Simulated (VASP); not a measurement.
# SrO (I4/mmm) in VASP: a series of runs

SrO is run at these levels: LDA; tasks: single point.

Program: VASP 6.6.1. These are calculated values, not measurements. Logs are shortened: lines on timing, memory, paths and dates and some standing lists are left out, and cuts for length are marked.

## (1) The cell of the first run

The structure is tetragonal, space group I4/mmm (No. 139). Conventional cell: a = 3.453 Å, b = 3.453 Å, c = 5.397 Å, α = 90.00°, β = 90.00°, γ = 90.00°. Within 3.2 Å of Sr (site symmetry 4/mmm) lie 6 O at 2.44 to 2.70 Å. O (site symmetry 4/mmm) has 6 Sr at 2.44 to 2.70 Å within 3.2 Å.

## (2) Single point, LDA (strain -0.050 along x and y, +0.050 along z)

Contents of INCAR:

```
SYSTEM = SrO
PREC = Accurate ; ENCUT = 520
EDIFF = 1E-6 ; ISMEAR = 0
SIGMA = 0.05 ; LREAL = .False.
LASPH = .True. ; NELM = 100
ALGO = Normal ; ISIF = 2
LWAVE = .False. ; LCHARG = .False.
NBANDS = 15
```

Contents of KPOINTS:

```
Automatic mesh
0
Gamma
  8 8 8
  0 0 0
```

Contents of POSCAR:

```
SrO
1.0
    0.0000000000      2.4413100000      2.6982900000
    2.4413100000      0.0000000000      2.6982900000
    2.4413100000      2.4413100000      0.0000000000
Sr O
1 1
Direct
    0.0000000000      0.0000000000      0.0000000000
    0.5000000000      0.5000000000      0.5000000000
```

Potentials or basis: VASP PAW LDA potentials, release 64 (Sr_sv, O).

Command:

```bash
$ cat potpaw_LDA.64/Sr_sv/POTCAR potpaw_LDA.64/O/POTCAR > POTCAR
$ mpirun -np 1 vasp_std > vasp.out
```

OUTCAR:

```text
SYSTEM = SrO
   PREC = Accurate
   ENCUT = 520
   EDIFF = 1E-6
   ISMEAR = 0
   LREAL = .False.
   LASPH = .True.
   NELM = 100
   ISIF = 2

 ion  position               nearest neighbor table
   1  0.000  0.000  0.000-   2 2.44   2 2.44   2 2.44   2 2.44   2 2.70   2 2.70
   2  0.500  0.500  0.500-   1 2.44   1 2.44   1 2.44   1 2.44   1 2.70   1 2.70

  LATTYP: Found a body centered tetragonal cell.
 ALAT       =     3.4525337120
 C/A-ratio  =     1.5630781479

  Lattice vectors:

 A1 = (  -2.4413100000,   0.0000000000,   2.6982900000)
 A2 = (   2.4413100000,   0.0000000000,   2.6982900000)
 A3 = (   0.0000000000,   2.4413100000,  -2.6982900000)

Analysis of symmetry for initial positions (statically):
=====================================================================
 Subroutine PRICEL returns:
 Original cell was already a primitive cell.

 Routine SETGRP: Setting up the symmetry group for a
 body centered tetragonal supercell.

 Subroutine GETGRP returns: Found 16 space group operations
 (whereof 16 operations were pure point group operations)
 out of a pool of 16 trial point group operations.

The static configuration has the point symmetry D_4h.

Analysis of symmetry for dynamics (positions and initial velocities):
=====================================================================
 Subroutine PRICEL returns:
 Original cell was already a primitive cell.

 Routine SETGRP: Setting up the symmetry group for a
 body centered tetragonal supercell.

 Subroutine GETGRP returns: Found 16 space group operations
 (whereof 16 operations were pure point group operations)
 out of a pool of 16 trial point group operations.

The dynamic configuration has the point symmetry D_4h.

 Subroutine INISYM returns: Found 16 space group operations
 (whereof 16 operations are pure point group operations),
 and found     1 'primitive' translations

----------------------------------------------------------------------------------------

                                     Primitive cell

  volume of cell :      32.1636

  direct lattice vectors                    reciprocal lattice vectors
     0.000000000  2.441310000  2.698290000    -0.204808074  0.204808074  0.185302543
     2.441310000  0.000000000  2.698290000     0.204808074 -0.204808074  0.185302543
     2.441310000  2.441310000  0.000000000     0.204808074  0.204808074 -0.185302543

  length of vectors
     3.638785984  3.638785984  3.452533712     0.343845499  0.343845499  0.343845499

  position of ions in fractional coordinates (direct lattice)
     0.000000000  0.000000000  0.000000000
     0.500000000  0.500000000  0.500000000

  ion indices of the primitive-cell ions
   primitive index   ion index
                 1           1
                 2           2

----------------------------------------------------------------------------------------

 KPOINTS: Automatic mesh

Automatic generation of k-mesh.
 Grid dimensions read from file:
 generate k-points for:    8    8    8

 Generating k-lattice:

  Cartesian coordinates                     Fractional coordinates (reciprocal lattice)
    -0.025601009  0.025601009  0.023162818     0.125000000  0.000000000  0.000000000
     0.025601009 -0.025601009  0.023162818     0.000000000  0.125000000  0.000000000
     0.025601009  0.025601009 -0.023162818     0.000000000  0.000000000  0.125000000

  Length of vectors
     0.042980687  0.042980687  0.042980687

  Shift w.r.t. Gamma in fractional coordinates (k-lattice)
     0.000000000  0.000000000  0.000000000

 Subroutine IBZKPT returns following result:
 ===========================================

 Found     59 irreducible k-points:

 Following reciprocal coordinates:
            Coordinates               Weight
  0.000000  0.000000  0.000000      1.000000
  0.125000  0.000000  0.000000      8.000000
  0.250000  0.000000  0.000000      8.000000
  0.375000  0.000000  0.000000      8.000000
  0.500000  0.000000  0.000000      4.000000
  0.125000  0.125000  0.000000      2.000000
[... 16 lines left out ...]
  0.250000  0.000000  0.125000     16.000000
  0.375000  0.000000  0.125000     16.000000
 [... further k-points ...]
   k-points           NKPTS =     59   k-points in BZ     NKDIM =     59   number of bands    NBANDS=     15
   number of dos      NEDOS =    301   number of ions     NIONS =      2
   total plane-waves  NPLWV =  21952
   dimension x,y,z NGX =    28 NGY =   28 NGZ =   28
   dimension x,y,z NGXF=    56 NGYF=   56 NGZF=   56
   ions per type =               1   1
   NGX,Y,Z   is equivalent  to a cutoff of  12.79, 12.79, 13.48 a.u.
   NGXF,Y,Z  is equivalent  to a cutoff of  25.58, 25.58, 26.97 a.u.
 SYSTEM =  SrO
   PREC   = accura    normal or accurate (medium, high low for compatibility)
   ISTART =      0    job   : 0-new  1-cont  2-samecut
   ICHARG =      2    charge: 1-file 2-atom 10-const
   ISPIN  =      1    spin polarized calculation?
   LNONCOLLINEAR =      F non collinear calculations
   LSORBIT =      F    spin-orbit coupling
   LASPH  =      T    aspherical Exc in radial PAW
   ENCUT  =  520.0 eV  38.22 Ry    6.18 a.u.   6.77  6.77  6.42*2*pi/ulx,y,z
   NELM   =    100;   NELMIN=  2; NELMDL= -5     # of ELM steps
   EDIFF  = 0.1E-05   stopping-criterion for ELM
   LREAL  =      F    real-space projection
   EDIFFG = 0.1E-04   stopping-criterion for IOM
   NSW    =      0    number of steps for IOM
   IBRION =     -1    ionic relax: 0-MD 1-quasi-New 2-CG
   NFREE  =      0    steps in history (QN), initial steepest desc. (CG)
   ISIF   =      2    stress and relaxation
   ISYM   =      2    0-nonsym 1-usesym 2-fastsym
   POTIM  = 0.5000    time-step for ionic-motion
   TEBEG  =    0.0;   TEEND  =   0.0 temperature during run
   PSTRESS=    0.0 pullay stress
   NELECT =      16.0000    total number of electrons
   NUPDOWN=      -1.0000    fix difference up-down
   EMIN   =  10.00;   EMAX   =-10.00  energy-range for DOS
   EFERMI =   0.00;   METHOD = LEGACY
   ISMEAR =     0;   SIGMA  =   0.05  broadening in eV -4-tet -1-fermi 0-gaus
   EFERMI_NEDOS =   21; number of points for ismear=-14 and -15
   IALGO  =     38    algorithm
   IMIX   =      4    mixing-type and parameters
     AMIX     =   0.40;   BMIX     =  1.00
     AMIX_MAG =   1.60;   BMIX_MAG =  1.00
  volume/ion in A,a.u.               =      16.08       108.53
  Fermi-wavevector in a.u.,A,eV,Ry     =   1.297159  2.451276 22.893467  1.682622
  Thomas-Fermi vector in A             =   2.428570
   LORBIT       =      0    0 simple, 1 ext, 2 COOP (PROOUT), +10 PAW based schemes
   GGA     = CA    functional components
   LHFCALC =     F    Hartree Fock is set to
   AEXX    =    0.0000 exact exchange contribution
   IVDW    =     0    specifies the selected vdW correction
   LEPSILON=     F    determine dielectric tensor
   LRPA    =     F    only Hartree local field effects (RPA)
 non-spin polarized calculation
 Gauss-broadening in eV      SIGMA  =   0.05
  energy-cutoff  :      520.00
  volume of cell :       32.16
 maximum number of plane-waves:       878
   NGX = 13   NGY = 13   NGZ = 13

 number of electron      15.9999998 magnetization

 Free energy of the ion-electron system (eV)
  ---------------------------------------------------
  ext. energy  EPLUGINS =         0.00000000
  ---------------------------------------------------
  free energy    TOTEN  =       -13.27636985 eV

  energy without entropy =      -13.27636985  energy(sigma->0) =      -13.27636985

 E-fermi :   2.1556     XC(G=0): -10.7718

 val. band max:        1.8035032464   @ k =   0.5000   0.0000   0.5000
 cond. band min:       4.6116787533   @ k =   0.5000   0.0000   0.5000
 fundamental gap:      2.8081755069
 Fermi energy:         2.1556480474

 k-point     1 :       0.0000    0.0000    0.0000
  band No.  band energies     occupation
      1     -30.2477      2.00000
      2     -13.2251      2.00000
      3     -11.9665      2.00000
      4     -11.8960      2.00000
      5     -11.8960      2.00000
      6       1.3868      2.00000
      7       1.7707      2.00000
      8       1.7707      2.00000
      9       5.5179      0.00000
     10       7.3376      0.00000
     11       8.1896      0.00000
     12       8.1896      0.00000
     13       9.9375      0.00000
     14      10.9261      0.00000
     15      14.4049      0.00000

 k-point     2 :       0.1250    0.0000    0.0000
  band No.  band energies     occupation
      1     -30.2203      2.00000
      2     -13.6601      2.00000
      3     -11.9901      2.00000
      4     -11.8940      2.00000
      5     -11.5210      2.00000
      6       1.0604      2.00000
      7       1.3939      2.00000
      8       1.5141      2.00000
      9       6.2115      0.00000
     10       7.5545      0.00000
     11       8.1699      0.00000
     12       8.4880      0.00000
     13      10.4011      0.00000
     14      11.4126      0.00000
     15      15.4979      0.00000

 k-point     3 :       0.2500    0.0000    0.0000
  band No.  band energies     occupation
      1     -30.1532      2.00000
      2     -14.3432      2.00000
      3     -12.0644      2.00000
      4     -11.8886      2.00000
      5     -10.9635      2.00000
      6       0.2412      2.00000
      7       0.8557      2.00000
      8       0.9651      2.00000
      9       7.6164      0.00000
     10       7.8211      0.00000
     11       8.9783      0.00000
     12       9.3107      0.00000
     13      11.5303      0.00000
     14      12.5914      0.00000
     15      17.6446      0.00000
[... 343 lines left out ...]
 k-point    23 :       0.2500    0.0000    0.1250
  band No.  band energies     occupation
      1     -30.1508      2.00000
      2     -14.2508      2.00000
      3     -12.0899      2.00000
      4     -12.0305      2.00000
      5     -10.9571      2.00000
      6       0.2146      2.00000
      7       0.9971      2.00000
      8       1.3743      2.00000
      9       6.9111      0.00000
     10       7.1121      0.00000
     11       9.2121      0.00000
     12       9.7287      0.00000
     13      11.1728      0.00000
     14      12.8687      0.00000
     15      17.8176      0.00000

 k-point    24 :       0.3750    0.0000    0.1250
  band No.  band energies     occupation
      1     -30.0832      2.00000
      2     -14.6906      2.00000
      3     -12.1649      2.00000
      4     -12.0193      2.00000
      5     -10.7531      2.00000
      6      -0.1807      2.00000
      7       0.5756      2.00000
      8       0.8633      2.00000
      9       7.2230      0.00000
     10       8.4959      0.00000
     11      10.3792      0.00000
     12      10.6969      0.00000
     13      12.5073      0.00000
     14      13.7636      0.00000
     15      17.8358      0.00000

 [... further k-points ...]
[... 5 lines left out ...]
  --------------------------------------------------------------------------------------
  -------------------------------------------------------------------------------------
  Total        1.9086202      1.9086202     -1.2055847      0.0000000     -0.0000000      0.0000000
  in kB       95.0748411     95.0748411    -60.0542604      0.0000000     -0.0000000      0.0000000
  external PRESSURE =      43.3651406 kB  Pullay stress =       0.0000000 kB

 VOLUME and BASIS-vectors are now :
 -----------------------------------------------------------------------------
  energy-cutoff  :      520.00
  volume of cell :       32.16
      direct lattice vectors                 reciprocal lattice vectors
     0.000000000  2.441310000  2.698290000    -0.204808074  0.204808074  0.185302543
     2.441310000  0.000000000  2.698290000     0.204808074 -0.204808074  0.185302543
     2.441310000  2.441310000  0.000000000     0.204808074  0.204808074 -0.185302543

 POSITION                                       TOTAL-FORCE (eV/Angst)
 -----------------------------------------------------------------------------------
      0.00000      0.00000      0.00000        -0.000000     -0.000000     -0.000000
      2.44131      2.44131      2.69829         0.000000      0.000000      0.000000
 -----------------------------------------------------------------------------------
    total drift:                                0.000000      0.000000      0.000000

  FREE ENERGIE OF THE ION-ELECTRON SYSTEM (eV)
  ---------------------------------------------------
  free  energy   TOTEN  =       -13.2763698501 eV

  energy  without entropy=      -13.2763698501  energy(sigma->0) =      -13.27636985
```

Wall time 48 s (1 thread of Intel Xeon 8259CL, shared host); peak memory 0.16 GiB.

What came out:

```yaml
Free_energy: -13.2764 eV
Pressure: 4.3 GPa
Band_gap_on_the_k_mesh: 2.81 eV, direct
```

Stress tensor (GPa, compression positive):
```
 9.51  0.00  0.00
 0.00  9.51  0.00
 0.00  0.00 -6.01
```

Caveat: the cell differs from its parent crystal (strain -0.050 along x and y, +0.050 along z). A k mesh can miss the band edges.

## (3) Single point, LDA (strain +0.000 along x and y, -0.050 along z)

Contents of INCAR:

```
ALGO = Normal
EDIFF = 1E-6
ENCUT = 520
ISIF = 2
ISMEAR = 0
LASPH = T
LCHARG = T
LELF = T
LREAL = F
LVHAR = T
LWAVE = F
NBANDS = 15
NELM = 60
PREC = Accurate
SIGMA = 0.05
```

Contents of KPOINTS:

```
k-points
0
Gamma
  8 8 8
```

Contents of POSCAR:

```
SrO
1.0
    0.0000000000      2.5698000000      2.4413100000
    2.5698000000      0.0000000000      2.4413100000
    2.5698000000      2.5698000000      0.0000000000
Sr O
1 1
Direct
    0.0000000000      0.0000000000      0.0000000000
    0.5000000000      0.5000000000      0.5000000000
```

Potentials or basis: VASP PAW LDA potentials, release 64 (Sr_sv, O).

Command:

```bash
$ cat potpaw_LDA.64/Sr_sv/POTCAR potpaw_LDA.64/O/POTCAR > POTCAR
$ mpirun -np 1 vasp_std > vasp.out
```

OUTCAR:

```text
EDIFF = 1E-6
   ENCUT = 520
   ISIF = 2
   ISMEAR = 0
   LASPH = T
   LREAL = F
   NELM = 60
   PREC = Accurate

 ion  position               nearest neighbor table
   1  0.000  0.000  0.000-   2 2.44   2 2.44   2 2.57   2 2.57   2 2.57   2 2.57
   2  0.500  0.500  0.500-   1 2.44   1 2.44   1 2.57   1 2.57   1 2.57   1 2.57

  LATTYP: Found a body centered tetragonal cell.
 ALAT       =     3.6342460126
 C/A-ratio  =     1.3435028843

  Lattice vectors:

[... 617 lines left out ...]

 [... further k-points ...]

------------------------ aborting loop because EDIFF is reached ----------------------------------------

  FORCE on cell =-STRESS in cart. coord.  units (eV):
  Direction    XX          YY          ZZ          XY          YZ          ZX
  --------------------------------------------------------------------------------------
  -------------------------------------------------------------------------------------
  Total       -0.1913822     -0.1913822      1.7783015      0.0000000      0.0000000      0.0000000
  in kB       -9.5095613     -9.5095613     88.3617689      0.0000000      0.0000000      0.0000000
  external PRESSURE =      23.1142154 kB  Pullay stress =       0.0000000 kB

 VOLUME and BASIS-vectors are now :
 -----------------------------------------------------------------------------
  energy-cutoff  :      520.00
  volume of cell :       32.24
      direct lattice vectors                 reciprocal lattice vectors
     0.000000000  2.569800000  2.441310000    -0.194567671  0.194567671  0.204808074
     2.569800000  0.000000000  2.441310000     0.194567671 -0.194567671  0.204808074
     2.569800000  2.569800000  0.000000000     0.194567671  0.194567671 -0.204808074

 POSITION                                       TOTAL-FORCE (eV/Angst)
 -----------------------------------------------------------------------------------
      0.00000      0.00000      0.00000        -0.000000      0.000000      0.000000
      2.56980      2.56980      2.44131         0.000000     -0.000000      0.000000
 -----------------------------------------------------------------------------------
    total drift:                                0.000000      0.000000      0.000000

  FREE ENERGIE OF THE ION-ELECTRON SYSTEM (eV)
  ---------------------------------------------------
  free  energy   TOTEN  =       -13.3522737578 eV

  energy  without entropy=      -13.3522737578  energy(sigma->0) =      -13.35227376
```

stdout:

```text
POSCAR found type information on POSCAR SrO
 POSCAR found :  2 types and       2 ions
 scaLAPACK will be used
 LDA part: xc-table for (Slater(with rela. corr.)+CA(PZ))
 , standard interpolation
 POSCAR, INCAR and KPOINTS ok, starting setup
 FFT: planning ... GRIDC
 FFT: planning ... GRID_SOFT
 FFT: planning ... GRID
 WAVECAR not read
 entering main loop
```

It took 48 s on 1 thread of Intel Xeon 8259CL, shared host; peak memory 0.16 GiB.

What came out:

- Free energy: -13.3523 eV
- Pressure: 2.3 GPa
- Band gap on the k mesh: 2.75 eV, indirect (least direct gap 2.97 eV)

Caveat: the cell differs from its parent crystal (strain +0.000 along x and y, -0.050 along z). A k mesh can miss the band edges.
